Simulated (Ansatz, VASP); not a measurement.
## Two plane-wave programs on AlN

INCAR

```
SYSTEM = AlN
  ALGO = Normal
  EDIFF = 1E-6
  ENCUT = 600
  GGA = CA
  GGA_COMPAT = .False.
  ISIF = 2
  ISMEAR = 0
  LASPH = .True.
  LCHARG = .False.
  LREAL = .False.
  LWAVE = .False.
  NBANDS = 16
  NELM = 120
  PREC = Accurate
  SIGMA = 0.02
```

KPOINTS

```
k-points
0
Gamma
  8 6 8
  0 0 0
```

Contents of POSCAR:

```
AlN
1.0
    3.0703282018      0.0000000000      0.0000000000
    0.0000000000      4.3420997517      0.0000000000
    0.0000000000      0.0000000000      3.0703282018
Al N
2 2
Direct
    0.0000000000      0.0000000000      0.0000058500
    0.5000000000      0.5000000000      0.5000058500
    0.5000000000      0.2500000000      0.0000058500
    0.0000000000      0.7500000000      0.5000058500
```

Input for Ansatz:

```yaml
crystal:
  lattice:
    - [3.0703282018, 0.0, 0.0]
    - [0.0, 4.3420997517, 0.0]
    - [0.0, 0.0, 3.0703282018]
  atoms:
    - { symbol: Al, position: [0.0, 0.0, 5.85e-06] }
    - { symbol: "N", position: [0.5, 0.25, 5.85e-06] }
    - { symbol: Al, position: [0.5, 0.5, 0.50000585] }
    - { symbol: "N", position: [0.0, 0.75, 0.50000585] }
basis:
  ecutwfc: 420
kpoints:
  mp_grid: { grid: [8, 6, 8] }
  band_path:
    path:
      - [[0.0, 0.0, 0.0], [0.0, 1.0, 0.0], [0.0, 1.0, 0.25]]
      - [[0.375, 0.75, 0.375], [0.0, 0.0, 0.0], [0.0, 0.5, 0.5], [0.25, 1.0, 0.25], [0.0, 1.0, 0.0]]
    npoints: 10
hamiltonian:
  xc: lda
  pseudopotentials: { kind: paw, azcp: { folder: soft_1 } }
scf:
  occupations: { method: gaussian, width: 0.02 }
  n_extra_bands: 8
output:
  forces: true
  stress: true
  eigenvalues: true
```

Alike in both runs: task single point; functional LDA; k mesh 8 × 6 × 8; occupations gaussian, width 0.02 eV; no spin polarisation.

```csv
,VASP,Ansatz
version,VASP 6.6.1,Ansatz 0.2.0
potentials or method,"VASP PAW LDA potentials, release 64 (Al, N), cutoff 600 eV","scalar-relativistic, plane waves, PAW"
valence electrons in the cell,16,16
```

Ansatz gave:

* gap on the k mesh at the Fermi level (eV): 3.25
* least direct gap on the mesh (eV): 3.25
* pressure (GPa): 0.0

Question: Which values does VASP return?

Answer: gap on the k mesh at the Fermi level (eV): 3.23; least direct gap on the mesh (eV): 3.23; pressure (GPa): 0.6.

Ansatz warns that its potentials were made for another functional, while VASP's fit it. LDA's correlation is that of Perdew and Zunger in VASP and of Perdew and Wang (1992) in Ansatz.
